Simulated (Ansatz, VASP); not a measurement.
# One calculation of Sn, two programs

```
Sn
1.0
    -2.97883    2.97883    1.62035
     2.97883   -2.97883    1.62035
     2.97883    2.97883   -1.62035
Sn
2
Direct
  0.00000 0.00000 0.00000
  0.75000 0.25000 0.50000
```

Alike in both runs: task single point; functional r2SCAN0; k mesh 5 × 5 × 5; occupations fermi-dirac, width 0.05 eV; no spin polarisation.

```csv
,VASP,Ansatz
version,VASP 6.6.1,Ansatz 0.2.0
potentials or method,"VASP PAW PBE potentials, release 64 (Sn_d)",Ansatz PAW
plane-wave cutoff (eV),520,500
valence electrons in the cell,28,28
```

VASP gave:

```
gap on the k mesh at the Fermi level (eV)                     : none
pressure (GPa)                                                : -3.1
traceless stress, the component that is largest in VASP (GPa) : -3.79
```

**Question.** Which values does Ansatz return?

**Answer.** gap on the k mesh at the Fermi level (eV): none; pressure (GPa): -3.0; traceless stress, the component that is largest in VASP (GPa): -3.83.

VASP's potentials were made for PBE, not for r2SCAN0. A gap of «none» marks a metal or a gap that the smearing closes.

The k mesh is coarse, so the values compare programs but aren't converged.
